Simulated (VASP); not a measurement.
# K (Pm-3n) in VASP: single point with revPBE

Aim: the single point of K with revPBE.

All numbers are computed with VASP 6.6.1; they aren't measurements. Logs are shortened: lines on timing, memory, paths and dates and some standing lists are left out, and cuts for length are marked.

### Step 1. The cell of the first run

The structure is cubic, space group Pm-3n (No. 223). The conventional cell has a = 8.649 Å, b = 8.649 Å, c = 8.649 Å, α = 90.00°, β = 90.00°, γ = 90.00°. K (site symmetry -4m2) has 14 K at 4.32 to 5.30 Å within 5.7 Å.

### Step 2. Single point, revPBE

INCAR

```
PREC = Accurate
ENCUT = 520
EDIFF = 1E-6
ISMEAR = -1
SIGMA = 0.1
LREAL = F
LASPH = T
NELM = 60
ALGO = Normal
ISIF = 2
LWAVE = F
LCHARG = F
GGA = RE
NBANDS = 46
```

KPOINTS

```
regular mesh
0
Gamma
  4 4 4
```

POSCAR

```
K
1.0
    8.6487006514      0.0000000000      0.0000000000
    0.0000000000      8.6487006514      0.0000000000
    0.0000000000      0.0000000000      8.6487006514
K
8
Direct
    0.0000000000      1.0000000000      1.0000000000
    0.5000000000      0.5000000000      0.5000000000
    0.2500000000      0.0000000000      0.5000000000
    0.7500000000      0.0000000000      0.5000000000
    0.5000000000      0.2500000000      0.0000000000
    0.5000000000      0.7500000000      0.0000000000
    1.0000000000      0.5000000000      0.2500000000
    1.0000000000      0.5000000000      0.7500000000
```

Potentials or basis: VASP PAW PBE potentials, release 64 (K_sv).

Started as:

```
cat potpaw_PBE.64/K_sv/POTCAR > POTCAR
mpirun -np 1 vasp_std > vasp.out
```

OUTCAR:

```text
PREC = Accurate
   ENCUT = 520
   EDIFF = 1E-6
   ISMEAR = -1
   LREAL = F
   LASPH = T
   NELM = 60
   ISIF = 2
   GGA = RE

 ion  position               nearest neighbor table
   1  0.000  0.000  0.000-
   2  0.500  0.500  0.500-
   3  0.250  0.000  0.500-
   4  0.750  0.000  0.500-
   5  0.500  0.250  0.000-
   6  0.500  0.750  0.000-
   7  0.000  0.500  0.250-
   8  0.000  0.500  0.750-

  LATTYP: Found a simple cubic cell.
 ALAT       =     8.6487006514

  Lattice vectors:

 A1 = (   8.6487006514,   0.0000000000,   0.0000000000)
 A2 = (   0.0000000000,   8.6487006514,   0.0000000000)
 A3 = (   0.0000000000,   0.0000000000,   8.6487006514)

Analysis of symmetry for initial positions (statically):
=====================================================================
 Subroutine PRICEL returns:
 Original cell was already a primitive cell.

 Routine SETGRP: Setting up the symmetry group for a
 simple cubic supercell.

 Subroutine GETGRP returns: Found 48 space group operations
 (whereof 24 operations were pure point group operations)
 out of a pool of 48 trial point group operations.

The static configuration has the point symmetry T_h .
 The point group associated with its full space group is O_h .

Analysis of symmetry for dynamics (positions and initial velocities):
=====================================================================
 Subroutine PRICEL returns:
 Original cell was already a primitive cell.

 Routine SETGRP: Setting up the symmetry group for a
 simple cubic supercell.

 Subroutine GETGRP returns: Found 48 space group operations
 (whereof 24 operations were pure point group operations)
 out of a pool of 48 trial point group operations.

The dynamic configuration has the point symmetry T_h .
 The point group associated with its full space group is O_h .

 Subroutine INISYM returns: Found 48 space group operations
 (whereof 24 operations are pure point group operations),
 and found     1 'primitive' translations

----------------------------------------------------------------------------------------

                                     Primitive cell

  volume of cell :     646.9230

  direct lattice vectors                    reciprocal lattice vectors
     8.648700651  0.000000000  0.000000000     0.115624305  0.000000000  0.000000000
     0.000000000  8.648700651  0.000000000     0.000000000  0.115624305  0.000000000
     0.000000000  0.000000000  8.648700651     0.000000000  0.000000000  0.115624305

  length of vectors
     8.648700651  8.648700651  8.648700651     0.115624305  0.115624305  0.115624305

  position of ions in fractional coordinates (direct lattice)
     0.000000000  0.000000000  0.000000000
     0.500000000  0.500000000  0.500000000
     0.250000000  0.000000000  0.500000000
     0.750000000  0.000000000  0.500000000
     0.500000000  0.250000000  0.000000000
     0.500000000  0.750000000  0.000000000
     0.000000000  0.500000000  0.250000000
     0.000000000  0.500000000  0.750000000

  ion indices of the primitive-cell ions
   primitive index   ion index
                 1           1
                 2           2
                 3           3
                 4           4
                 5           5
                 6           6
                 7           7
                 8           8

----------------------------------------------------------------------------------------

 KPOINTS: regular mesh

Automatic generation of k-mesh.
 Grid dimensions read from file:
 generate k-points for:    4    4    4

 Generating k-lattice:

  Cartesian coordinates                     Fractional coordinates (reciprocal lattice)
     0.028906076  0.000000000  0.000000000     0.250000000  0.000000000  0.000000000
     0.000000000  0.028906076  0.000000000     0.000000000  0.250000000  0.000000000
     0.000000000  0.000000000  0.028906076     0.000000000  0.000000000  0.250000000

  Length of vectors
     0.028906076  0.028906076  0.028906076

  Shift w.r.t. Gamma in fractional coordinates (k-lattice)
     0.000000000  0.000000000  0.000000000

 Subroutine IBZKPT returns following result:
 ===========================================

 Found     10 irreducible k-points:

 Following reciprocal coordinates:
            Coordinates               Weight
  0.000000  0.000000  0.000000      1.000000
  0.250000  0.000000  0.000000      6.000000
  0.500000  0.000000  0.000000      3.000000
  0.250000  0.250000  0.000000     12.000000
  0.500000  0.250000  0.000000     12.000000
  0.500000  0.500000  0.000000      3.000000
  0.250000  0.250000  0.250000      8.000000
  0.500000  0.250000  0.250000     12.000000
  0.500000  0.500000  0.250000      6.000000
  0.500000  0.500000  0.500000      1.000000
   k-points           NKPTS =     10   k-points in BZ     NKDIM =     10   number of bands    NBANDS=     46
   number of dos      NEDOS =    301   number of ions     NIONS =      8
   total plane-waves  NPLWV = 262144
   dimension x,y,z NGX =    64 NGY =   64 NGZ =   64
   dimension x,y,z NGXF=   128 NGYF=  128 NGZF=  128
   ions per type =               8
   NGX,Y,Z   is equivalent  to a cutoff of  12.30, 12.30, 12.30 a.u.
   NGXF,Y,Z  is equivalent  to a cutoff of  24.60, 24.60, 24.60 a.u.
 SYSTEM =  unknown system
   PREC   = accura    normal or accurate (medium, high low for compatibility)
   ISTART =      0    job   : 0-new  1-cont  2-samecut
   ICHARG =      2    charge: 1-file 2-atom 10-const
   ISPIN  =      1    spin polarized calculation?
   LNONCOLLINEAR =      F non collinear calculations
   LSORBIT =      F    spin-orbit coupling
   LASPH  =      T    aspherical Exc in radial PAW
   ENCUT  =  520.0 eV  38.22 Ry    6.18 a.u.  16.08 16.08 16.08*2*pi/ulx,y,z
   NELM   =     60;   NELMIN=  2; NELMDL= -5     # of ELM steps
   EDIFF  = 0.1E-05   stopping-criterion for ELM
   LREAL  =      F    real-space projection
   EDIFFG = 0.1E-04   stopping-criterion for IOM
   NSW    =      0    number of steps for IOM
   IBRION =     -1    ionic relax: 0-MD 1-quasi-New 2-CG
   NFREE  =      0    steps in history (QN), initial steepest desc. (CG)
   ISIF   =      2    stress and relaxation
   ISYM   =      2    0-nonsym 1-usesym 2-fastsym
   POTIM  = 0.5000    time-step for ionic-motion
   TEBEG  =    0.0;   TEEND  =   0.0 temperature during run
   PSTRESS=    0.0 pullay stress
   NELECT =      72.0000    total number of electrons
   NUPDOWN=      -1.0000    fix difference up-down
   EMIN   =  10.00;   EMAX   =-10.00  energy-range for DOS
   EFERMI =   0.00;   METHOD = LEGACY
   ISMEAR =    -1;   SIGMA  =   0.10  broadening in eV -4-tet -1-fermi 0-gaus
   EFERMI_NEDOS =   21; number of points for ismear=-14 and -15
   IALGO  =     38    algorithm
   IMIX   =      4    mixing-type and parameters
     AMIX     =   0.40;   BMIX     =  1.00
     AMIX_MAG =   1.60;   BMIX_MAG =  1.00
  volume/ion in A,a.u.               =      80.87       545.71
  Fermi-wavevector in a.u.,A,eV,Ry     =   0.787471  1.488105  8.437125  0.620111
  Thomas-Fermi vector in A             =   1.892219
   LORBIT       =      0    0 simple, 1 ext, 2 COOP (PROOUT), +10 PAW based schemes
   GGA     = RE    functional components
   LHFCALC =     F    Hartree Fock is set to
   AEXX    =    0.0000 exact exchange contribution
   IVDW    =     0    specifies the selected vdW correction
   LEPSILON=     F    determine dielectric tensor
   LRPA    =     F    only Hartree local field effects (RPA)
 non-spin polarized calculation
  energy-cutoff  :      520.00
  volume of cell :      646.92
 maximum number of plane-waves:     17516
   NGX = 33   NGY = 33   NGZ = 33

 number of electron      72.0000027 magnetization

 Free energy of the ion-electron system (eV)
  ---------------------------------------------------
  ext. energy  EPLUGINS =         0.00000000
  ---------------------------------------------------
  free energy    TOTEN  =        -7.60053207 eV

  energy without entropy =       -7.40975773  energy(sigma->0) =       -7.50514490

 E-fermi :  -0.1920     XC(G=0):  -5.3121

 val. band max:       -0.1982137058   @ k =   0.0000   0.0000   0.0000
 cond. band min:      -0.1854517571   @ k =   0.0000   0.0000   0.0000
 fundamental gap:      0.0127619486
 Fermi energy:        -0.1919959766

 k-point     1 :       0.0000    0.0000    0.0000
  band No.  band energies     occupation
      1     -32.5084      2.00000
      2     -32.5075      2.00000
      3     -32.5075      2.00000
      4     -32.5039      2.00000
      5     -32.5039      2.00000
      6     -32.5039      2.00000
[... 38 lines left out ...]
     45       1.4057      0.00000
     46       1.5438      0.00000

 k-point     2 :       0.2500    0.0000    0.0000
  band No.  band energies     occupation
      1     -32.5082      2.00000
      2     -32.5076      2.00000
      3     -32.5071      2.00000
      4     -32.5045      2.00000
      5     -32.5039      2.00000
      6     -32.5039      2.00000
[... 38 lines left out ...]
     45       1.5341      0.00000
     46       1.5341      0.00000

 k-point     3 :       0.5000    0.0000    0.0000
  band No.  band energies     occupation
      1     -32.5078      2.00000
      2     -32.5078      2.00000
      3     -32.5058      2.00000
      4     -32.5058      2.00000
      5     -32.5039      2.00000
      6     -32.5039      2.00000
[... 38 lines left out ...]
     45       1.7223      0.00000
     46       1.7232      0.00000

 k-point     4 :       0.2500    0.2500    0.0000
  band No.  band energies     occupation
      1     -32.5079      2.00000
      2     -32.5073      2.00000
      3     -32.5070      2.00000
      4     -32.5045      2.00000
      5     -32.5045      2.00000
      6     -32.5039      2.00000
[... 234 lines left out ...]
     45       1.8930      0.00000
     46       1.8931      0.00000

 k-point     9 :       0.5000    0.5000    0.2500
  band No.  band energies     occupation
      1     -32.5072      2.00000
      2     -32.5059      2.00000
      3     -32.5058      2.00000
      4     -32.5058      2.00000
      5     -32.5057      2.00000
      6     -32.5045      2.00000
[... 38 lines left out ...]
     45       2.1028      0.00000
     46       2.1132      0.00000

 k-point    10 :       0.5000    0.5000    0.5000
  band No.  band energies     occupation
      1     -32.5058      2.00000
      2     -32.5058      2.00000
      3     -32.5058      2.00000
      4     -32.5058      2.00000
      5     -32.5058      2.00000
      6     -32.5058      2.00000
[... 38 lines left out ...]
     45       2.3054      0.00000
     46       2.3069      0.00000

------------------------ aborting loop because EDIFF is reached ----------------------------------------

  FORCE on cell =-STRESS in cart. coord.  units (eV):
  Direction    XX          YY          ZZ          XY          YZ          ZX
  --------------------------------------------------------------------------------------
  -------------------------------------------------------------------------------------
  Total       -0.0608636     -0.0608636     -0.0608636     -0.0000000      0.0000000      0.0000000
  in kB       -0.1507356     -0.1507356     -0.1507356     -0.0000000      0.0000000      0.0000000
  external PRESSURE =      -0.1507356 kB  Pullay stress =       0.0000000 kB

 VOLUME and BASIS-vectors are now :
 -----------------------------------------------------------------------------
  energy-cutoff  :      520.00
  volume of cell :      646.92
      direct lattice vectors                 reciprocal lattice vectors
     8.648700651  0.000000000  0.000000000     0.115624305  0.000000000  0.000000000
     0.000000000  8.648700651  0.000000000     0.000000000  0.115624305  0.000000000
     0.000000000  0.000000000  8.648700651     0.000000000  0.000000000  0.115624305

 POSITION                                       TOTAL-FORCE (eV/Angst)
 -----------------------------------------------------------------------------------
      0.00000      0.00000      0.00000         0.000000      0.000000      0.000000
      4.32435      4.32435      4.32435         0.000000      0.000000      0.000000
      2.16218      0.00000      4.32435         0.000000     -0.000000     -0.000000
      6.48653      0.00000      4.32435        -0.000000     -0.000000     -0.000000
      4.32435      2.16218      0.00000         0.000000     -0.000000      0.000000
      4.32435      6.48653      0.00000        -0.000000      0.000000     -0.000000
      0.00000      4.32435      2.16218         0.000000      0.000000     -0.000000
      0.00000      4.32435      6.48653         0.000000     -0.000000      0.000000
 -----------------------------------------------------------------------------------
    total drift:                                0.000000     -0.000000      0.000000

  FREE ENERGIE OF THE ION-ELECTRON SYSTEM (eV)
  ---------------------------------------------------
  free  energy   TOTEN  =        -7.6005320657 eV

  energy  without entropy=       -7.4097577258  energy(sigma->0) =       -7.50514490
```

Wall time 3.7 min (1 thread of Intel Xeon Platinum 8375C at 2.90GHz (Ice Lake), shared host); peak memory 0.62 GiB.

Results:

- Free energy: -7.6005 eV
- Pressure: 0.0 GPa
- Band gap on the k mesh: zero (bands 36 and 37 overlap by 0.90 eV)

Levels at points of the mesh, in eV from the Fermi level:
| k point | band 32 | band 33 | band 34 | band 35 | band 36 | band 37 | band 38 | band 39 | band 40 | band 41 |
| --- | --- | --- | --- | --- | --- | --- | --- | --- | --- | --- |
| (0.00, 0.00, 0.00) | -15.74 | -2.04 | -0.01 | -0.01 | 0.01 | 0.11 | 0.11 | 0.11 | 1.56 | 1.56 |
| (0.50, 0.00, 0.00) | -15.74 | -1.48 | -1.48 | 0.46 | 0.46 | 0.48 | 0.48 | 0.53 | 0.53 | 0.56 |
| (0.50, 0.50, 0.00) | -15.74 | -0.95 | -0.94 | -0.94 | -0.94 | 0.79 | 0.90 | 0.90 | 0.90 | 0.95 |
| (0.50, 0.50, 0.50) | -15.74 | -0.44 | -0.44 | -0.43 | -0.43 | -0.43 | -0.43 | -0.43 | -0.43 | 2.41 |

Caveat: the PAW data sets were made with another functional, which shifts forces and pressure a little.
